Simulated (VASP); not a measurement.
# Zn18S17N (a cell with a defect) in VASP: single point with PBE

Aim: the single point of Zn18S17N (a cell with a defect) with PBE.

Everything below comes from runs of VASP 6.6.1. Logs are shortened: lines on timing, memory, paths and dates and some standing lists are left out, and cuts for length are marked.

## (1) The cell of the first run

The cell holds a defect, 36 atoms: a = 6.603 Å, b = 6.603 Å, c = 18.690 Å, α = 90.00°, β = 90.00°, γ = 120.00°.

## (2) Single point, PBE

File INCAR:

```
SYSTEM = Zn18S17N
PREC = Accurate ; ENCUT = 520
EDIFF = 1E-7 ; ISMEAR = -1
SIGMA = 0.01 ; LREAL = Auto
LASPH = .True. ; NELM = 100
ALGO = Normal ; ISIF = 2
LWAVE = .False. ; LCHARG = .True.
GGA = PE ; LELF = .True.
LVHAR = .True. ; NBANDS = 186
NELECT = 324.0
```

File KPOINTS:

```
Automatic mesh
0
Gamma
  3 3 1
  0 0 0
```

File POSCAR:

```
Zn18S17N
1.0
    5.7180000000      3.3012888392      0.0000000000
   -5.7180000000      3.3012888392      0.0000000000
    0.0000000000      0.0000000000     18.6899900000
Zn S N
18 17 1
Direct
   -0.0000906275      0.0000000000      0.0017631838
    0.3333333333      0.6665760392      0.0017631838
    0.6667572941      0.3334239608      0.0017631838
    0.0481294645      0.0000000000      0.4898655126
    0.3333333333      0.7147961312      0.4898655126
    0.6185372022      0.2852038688      0.4898655126
    0.3333333333      0.3308859951      0.1721556010
    0.6642193285      0.0000000000      0.1721556010
    0.0024473382      0.6691140049      0.1721556010
    0.3333333333      1.0000000000      0.6649657128
    0.6666666667      0.6666666667      0.6592982988
    0.0000000000      0.3333333333      0.6592982988
    0.3333333333      1.0000000000      0.3534843959
    0.6666666667      0.6666666667      0.3375888023
    0.0000000000      0.3333333333      0.3375888023
    0.3333333333      0.3353868552      0.8314500370
    0.6687201886      0.0000000000      0.8314500370
   -0.0020535219      0.6646131448      0.8314500370
   -0.0014028810      0.0000000000      0.1267764712
    0.3333333333      0.6652637856      0.1267764712
    0.6680695477      0.3347362144      0.1267764712
    0.0043537065      0.0000000000      0.6209442938
    0.3333333333      0.6710203731      0.6209442938
    0.6623129602      0.3289796269      0.6209442938
    0.3333333333      0.3277366886      0.2955061261
    0.6610700219      0.0000000000      0.2955061261
    0.0055966448      0.6722633114      0.2955061261
    0.3333333333      1.0000000000      0.7916658405
    0.6666666667      0.6666666667      0.7885060937
    0.0000000000      0.3333333333      0.7885060937
    0.6666666667      0.6666666667      0.4609408293
    0.0000000000      0.3333333333      0.4609408293
    0.3333333333      0.3335919127      0.9579132925
    0.6669252461      0.0000000000      0.9579132925
   -0.0002585794      0.6664080873      0.9579132925
    0.3333333333      1.0000000000      0.4580924492
```

Potentials or basis: VASP PAW PBE potentials, release 64 (Zn, S, N).

On the command line:

```console
$ cat potpaw_PBE.64/Zn/POTCAR potpaw_PBE.64/S/POTCAR potpaw_PBE.64/N/POTCAR > POTCAR
$ mpirun -np 1 vasp_std > vasp.out
```

OUTCAR:

```text
SYSTEM = Zn18S17N
   PREC = Accurate
   ENCUT = 520
   EDIFF = 1E-7
   ISMEAR = -1
   LREAL = Auto
   LASPH = .True.
   NELM = 100
   ISIF = 2
   GGA = PE
   NELECT = 324.0

 ion  position               nearest neighbor table
   1  1.000  0.000  0.002-  19 2.34  34 2.35  33 2.35  35 2.35
   2  0.333  0.667  0.002-  20 2.34  33 2.35  35 2.35  34 2.35
   3  0.667  0.333  0.002-  21 2.34  35 2.35  33 2.35  34 2.35
   4  0.048  0.000  0.490-  36 1.97  31 2.44  32 2.44  22 2.47
   5  0.333  0.715  0.490-  36 1.97  32 2.44  31 2.44  23 2.47
   6  0.619  0.285  0.490-  36 1.97  32 2.44  31 2.44  24 2.47
[... 28 lines left out ...]
  35  1.000  0.666  0.958-   3 2.35   2 2.35   1 2.35  18 2.36
  36  0.333  0.000  0.458-  13 1.96   5 1.97   4 1.97   6 1.97

  LATTYP: Found a hexagonal cell.
 ALAT       =     6.6025776784
 C/A-ratio  =     2.8307111117

  Lattice vectors:

 A1 = (   5.7180000000,   3.3012888392,   0.0000000000)
 A2 = (  -5.7180000000,   3.3012888392,   0.0000000000)
 A3 = (   0.0000000000,   0.0000000000,  18.6899900000)

Analysis of symmetry for initial positions (statically):
=====================================================================
 Subroutine PRICEL returns:
 Original cell was already a primitive cell.

 Routine SETGRP: Setting up the symmetry group for a
 hexagonal supercell.

 Subroutine GETGRP returns: Found  6 space group operations
 (whereof  2 operations were pure point group operations)
 out of a pool of 24 trial point group operations.

The static configuration has the point symmetry C_1h.
 The point group associated with its full space group is C_3v.

Analysis of symmetry for dynamics (positions and initial velocities):
=====================================================================
 Subroutine PRICEL returns:
 Original cell was already a primitive cell.

 Routine SETGRP: Setting up the symmetry group for a
 hexagonal supercell.

 Subroutine GETGRP returns: Found  6 space group operations
 (whereof  2 operations were pure point group operations)
 out of a pool of 24 trial point group operations.

The dynamic configuration has the point symmetry C_1h.
 The point group associated with its full space group is C_3v.

 Subroutine INISYM returns: Found  6 space group operations
 (whereof  2 operations are pure point group operations),
 and found     1 'primitive' translations

----------------------------------------------------------------------------------------

                                     Primitive cell

  volume of cell :     705.6133

  direct lattice vectors                    reciprocal lattice vectors
     5.718000000  3.301288839  0.000000000     0.087443162  0.151455999  0.000000000
    -5.718000000  3.301288839  0.000000000    -0.087443162  0.151455999  0.000000000
     0.000000000  0.000000000 18.689990000     0.000000000  0.000000000  0.053504577

  length of vectors
     6.602577678  6.602577678 18.689990000     0.174886324  0.174886324  0.053504577

  position of ions in fractional coordinates (direct lattice)
     0.999909372  1.000000000  0.001763184
     0.333333333  0.666576039  0.001763184
     0.666757294  0.333423961  0.001763184
     0.048129465  1.000000000  0.489865513
     0.333333333  0.714796131  0.489865513
     0.618537202  0.285203869  0.489865513
[... 28 lines left out ...]
     0.999741421  0.666408087  0.957913293
     0.333333333  1.000000000  0.458092449

  ion indices of the primitive-cell ions
   primitive index   ion index
                 1           1
                 2           2
                 3           3
                 4           4
                 5           5
                 6           6
[... 28 lines left out ...]
                35          35
                36          36

----------------------------------------------------------------------------------------

 KPOINTS: Automatic mesh

Automatic generation of k-mesh.
 Grid dimensions read from file:
 generate k-points for:    3    3    1

 Generating k-lattice:

  Cartesian coordinates                     Fractional coordinates (reciprocal lattice)
     0.029147721  0.050485333  0.000000000     0.333333333 -0.000000000  0.000000000
    -0.029147721  0.050485333  0.000000000    -0.000000000  0.333333333  0.000000000
     0.000000000  0.000000000  0.053504577     0.000000000  0.000000000  1.000000000

  Length of vectors
     0.058295441  0.058295441  0.053504577

  Shift w.r.t. Gamma in fractional coordinates (k-lattice)
     0.000000000  0.000000000  0.000000000

 Subroutine IBZKPT returns following result:
 ===========================================

 Found      3 irreducible k-points:

 Following reciprocal coordinates:
            Coordinates               Weight
  0.000000  0.000000  0.000000      1.000000
  0.333333  0.000000  0.000000      6.000000
  0.333333  0.333333  0.000000      2.000000
   k-points           NKPTS =      3   k-points in BZ     NKDIM =      3   number of bands    NBANDS=    186
   number of dos      NEDOS =    301   number of ions     NIONS =     36
   total plane-waves  NPLWV = 350000
   dimension x,y,z NGX =    50 NGY =   50 NGZ =  140
   dimension x,y,z NGXF=   100 NGYF=  100 NGZF=  280
   ions per type =              18  17   1
   NGX,Y,Z   is equivalent  to a cutoff of  12.59, 12.59, 12.45 a.u.
   NGXF,Y,Z  is equivalent  to a cutoff of  25.18, 25.18, 24.91 a.u.
 SYSTEM =  Zn18S17N
   PREC   = accura    normal or accurate (medium, high low for compatibility)
   ISTART =      0    job   : 0-new  1-cont  2-samecut
   ICHARG =      2    charge: 1-file 2-atom 10-const
   ISPIN  =      1    spin polarized calculation?
   LNONCOLLINEAR =      F non collinear calculations
   LSORBIT =      F    spin-orbit coupling
   LASPH  =      T    aspherical Exc in radial PAW
   ENCUT  =  520.0 eV  38.22 Ry    6.18 a.u.  12.28 12.28 34.75*2*pi/ulx,y,z
   NELM   =    100;   NELMIN=  2; NELMDL= -5     # of ELM steps
   EDIFF  = 0.1E-06   stopping-criterion for ELM
   LREAL  =      T    real-space projection
   EDIFFG = 0.1E-05   stopping-criterion for IOM
   NSW    =      0    number of steps for IOM
   IBRION =     -1    ionic relax: 0-MD 1-quasi-New 2-CG
   NFREE  =      0    steps in history (QN), initial steepest desc. (CG)
   ISIF   =      2    stress and relaxation
   ISYM   =      2    0-nonsym 1-usesym 2-fastsym
   POTIM  = 0.5000    time-step for ionic-motion
   TEBEG  =    0.0;   TEEND  =   0.0 temperature during run
   PSTRESS=    0.0 pullay stress
   NELECT =     324.0000    total number of electrons
   NUPDOWN=      -1.0000    fix difference up-down
   EMIN   =  10.00;   EMAX   =-10.00  energy-range for DOS
   EFERMI =   0.00;   METHOD = LEGACY
   ISMEAR =    -1;   SIGMA  =   0.01  broadening in eV -4-tet -1-fermi 0-gaus
   EFERMI_NEDOS =   21; number of points for ismear=-14 and -15
   IALGO  =     38    algorithm
   IMIX   =      4    mixing-type and parameters
     AMIX     =   0.40;   BMIX     =  1.00
     AMIX_MAG =   1.60;   BMIX_MAG =  1.00
  volume/ion in A,a.u.               =      19.60       132.27
  Fermi-wavevector in a.u.,A,eV,Ry     =   1.262993  2.386711 21.703349  1.595151
  Thomas-Fermi vector in A             =   2.396373
   LORBIT       =      0    0 simple, 1 ext, 2 COOP (PROOUT), +10 PAW based schemes
   GGA     = PE    functional components
[... 5 lines left out ...]
 non-spin polarized calculation
  energy-cutoff  :      520.00
  volume of cell :      705.61
 maximum number of plane-waves:     19101
 NGX is ok and might be reduce to    50
   NGX = 25   NGY = 25   NGZ = 69

 number of electron     323.9999987 magnetization

 Free energy of the ion-electron system (eV)
  ---------------------------------------------------
  ext. energy  EPLUGINS =         0.00000000
  ---------------------------------------------------
  free energy    TOTEN  =      -122.13573965 eV

  energy without entropy =     -122.13573965  energy(sigma->0) =     -122.13573965

 E-fermi :   2.6726     XC(G=0):  -9.6432

 val. band max:        2.4235689320   @ k =   0.0000   0.0000   0.0000
 cond. band min:       3.9862991624   @ k =   0.0000   0.0000   0.0000
 fundamental gap:      1.5627302303
 Fermi energy:         2.6725822114

 k-point     1 :       0.0000    0.0000    0.0000
  band No.  band energies     occupation
      1     -11.3237      2.00000
      2     -11.0119      2.00000
      3     -10.8841      2.00000
      4     -10.6577      2.00000
      5     -10.3933      2.00000
      6     -10.3147      2.00000
[... 166 lines left out ...]
    173       6.3866      0.00000
    174       6.3866      0.00000

 k-point     2 :       0.3333    0.0000    0.0000
  band No.  band energies     occupation
      1     -11.0920      2.00000
      2     -10.7997      2.00000
      3     -10.7319      2.00000
      4     -10.5886      2.00000
      5     -10.5377      2.00000
      6     -10.4326      2.00000
[... 166 lines left out ...]
    173       6.3912      0.00000
    174       6.6242      0.00000

 k-point     3 :       0.3333    0.3333    0.0000
  band No.  band energies     occupation
      1     -10.7399      2.00000
      2     -10.7285      2.00000
      3     -10.7284      2.00000
      4     -10.6483      2.00000
      5     -10.4945      2.00000
      6     -10.4772      2.00000
[... 166 lines left out ...]
    173       6.1426      0.00000
    174       6.1734      0.00000
 [bands above 174 left out]

------------------------ aborting loop because EDIFF is reached ----------------------------------------

  FORCE on cell =-STRESS in cart. coord.  units (eV):
  Direction    XX          YY          ZZ          XY          YZ          ZX
  --------------------------------------------------------------------------------------
  -------------------------------------------------------------------------------------
  Total        9.7707349      9.7707349     10.8056710      0.0000000     -0.0000000      0.0000000
  in kB       22.1855945     22.1855945     24.5355379      0.0000000     -0.0000000      0.0000000
  external PRESSURE =      22.9689090 kB  Pullay stress =       0.0000000 kB

 VOLUME and BASIS-vectors are now :
 -----------------------------------------------------------------------------
  energy-cutoff  :      520.00
  volume of cell :      705.61
      direct lattice vectors                 reciprocal lattice vectors
     5.718000000  3.301288839  0.000000000     0.087443162  0.151455999  0.000000000
    -5.718000000  3.301288839  0.000000000    -0.087443162  0.151455999  0.000000000
     0.000000000  0.000000000 18.689990000     0.000000000  0.000000000  0.053504577

 POSITION                                       TOTAL-FORCE (eV/Angst)
 -----------------------------------------------------------------------------------
      5.71748      3.30099      0.03295         0.001060      0.000612     -0.001868
     -1.90548      3.30099      0.03295        -0.001060      0.000612     -0.001868
      1.90600      3.30189      0.03295         0.000000     -0.001224     -0.001868
      0.27520      0.15889      9.15558        -0.029685     -0.017139      0.004928
     -2.18120      3.46018      9.15558         0.029685     -0.017139      0.004928
      1.90600      2.98351      9.15558         0.000000      0.034277      0.004928
[... 28 lines left out ...]
      1.90600      5.50044     17.90339         0.000000      0.000021     -0.000323
      1.90600      1.10043      8.56174         0.000000     -0.000000      0.006443
 -----------------------------------------------------------------------------------
    total drift:                                0.000006     -0.000027      0.002678

  FREE ENERGIE OF THE ION-ELECTRON SYSTEM (eV)
  ---------------------------------------------------
  free  energy   TOTEN  =      -122.1357396481 eV

  energy  without entropy=     -122.1357396481  energy(sigma->0) =     -122.13573965
```

Wall time 33 min (1 thread of Intel Xeon 8259CL, shared host); peak memory 0.86 GiB.

What came out:

```
Free energy   : -122.1357 eV
Largest force : 0.035 eV/Å
```

Forces on the atoms (eV/Å):
```
Zn   0.001  0.001 -0.002
Zn  -0.001  0.001 -0.002
Zn   0.000 -0.001 -0.002
Zn  -0.030 -0.017  0.005
Zn   0.030 -0.017  0.005
Zn   0.000  0.034  0.005
Zn  -0.001  0.000 -0.004
Zn   0.001  0.000 -0.004
Zn   0.000 -0.001 -0.004
Zn   0.000  0.000 -0.001
Zn   0.000  0.000  0.000
Zn   0.000  0.000  0.000
Zn   0.000  0.000 -0.035
Zn   0.000  0.000  0.005
Zn   0.000  0.000  0.005
Zn  -0.002  0.001  0.002
Zn   0.002  0.001  0.002
Zn   0.000 -0.002  0.002
S    0.000  0.000  0.001
S    0.000  0.000  0.001
S    0.000  0.000  0.001
S   -0.001 -0.001 -0.002
S    0.001 -0.001 -0.002
S    0.000  0.001 -0.002
S    0.000  0.000  0.000
S    0.000  0.000  0.000
S    0.000  0.000  0.000
S    0.000  0.000  0.005
S    0.000  0.000 -0.005
S    0.000  0.000 -0.005
S    0.000  0.000  0.010
S    0.000  0.000  0.010
S    0.000  0.000  0.000
S    0.000  0.000  0.000
S    0.000  0.000  0.000
N    0.000  0.000  0.006
```

Levels at points of the mesh, in eV from the Fermi level:
| k point | band 158 | band 159 | band 160 | band 161 | band 162 | band 163 | band 164 | band 165 | band 166 | band 167 |
| --- | --- | --- | --- | --- | --- | --- | --- | --- | --- | --- |
| (0.00, 0.00, 0.00) | -0.83 | -0.83 | -0.58 | -0.25 | -0.25 | 1.31 | 2.32 | 2.45 | 2.54 | 2.74 |

Caveat: the cell carries a net charge on a neutralising background, which shifts energy and pressure; the cell is charged against a uniform background, so pressure and absolute levels hang on convention.
